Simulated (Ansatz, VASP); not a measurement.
One calculation of Ti, two programs

Contents of POSCAR:

```
Ti
1.0
   -1.5446001272      1.5446001272      1.7071896142
    1.5446001272     -1.5446001272      1.7071896142
    1.5446001272      1.5446001272     -1.7071896142
Ti
1
Direct
    0.0000000000      0.0000000000      0.0000000000
```

INCAR.step1

```
PREC = Accurate ; ENCUT = 520
ISMEAR = 0 ; SIGMA = 0.15
LREAL = F ; LASPH = T
NELM = 80 ; NBANDS = 12
GGA = PE ; ALGO = Normal
EDIFF = 1E-4 ; LWAVE = T
LCHARG = F
```

INCAR.step2

```
PREC = Accurate ; ENCUT = 520
EDIFF = 1E-6 ; ISMEAR = 0
SIGMA = 0.15 ; LREAL = F
LASPH = T ; NELM = 80
ALGO = Normal ; ISIF = 2
LWAVE = F ; LCHARG = F
METAGGA = R2SCAN ; LMIXTAU = T
NBANDS = 12 ; ISTART = 1
```

The input KPOINTS:

```
regular mesh
0
Gamma
  26 26 26
```

Input for Ansatz:

```yaml
crystal:
  lattice:
    - [-1.5446001272, 1.5446001272, 1.7071896142]
    - [1.5446001272, -1.5446001272, 1.7071896142]
    - [1.5446001272, 1.5446001272, -1.7071896142]
  atoms:
    - { symbol: Ti, position: [0.0, 0.0, 0.0] }
basis:
  ecutwfc: 500
kpoints:
  mp_grid: { grid: [26, 26, 26] }
hamiltonian:
  xc: r2scan
scf:
  occupations: { method: gaussian, width: 0.15 }
output:
  forces: true
  stress: true
  eigenvalues: true
```

Change from the starting cell: strain -0.050 along x and y, +0.050 along z, atoms carried along.

Alike in both runs: task single point; functional r2SCAN; k mesh 26 × 26 × 26; occupations gaussian, width 0.15 eV; no spin polarisation.

```csv
,VASP,Ansatz
version,VASP 6.6.1,Ansatz 0.2.0
potentials or method,"VASP PAW PBE potentials, release 64 (Ti_sv), cutoff 520 eV","scalar-relativistic, plane waves, PAW"
valence electrons in the cell,12,12
```

Ansatz gave:

```
gap on the k mesh at the Fermi level (eV)                     : none
pressure (GPa)                                                : 7.1
traceless stress, the component that is largest in VASP (GPa) : 1.85
```

Problem. Estimate VASP's values.

Solution. gap on the k mesh at the Fermi level (eV): none; pressure (GPa): 7.5; traceless stress, the component that is largest in VASP (GPa): 1.88.

VASP's potentials were made for PBE, not for r2SCAN. A gap of «none» marks a metal or a gap that the smearing closes. The functional is the same, so the differences come from potentials, cutoffs and numerics.
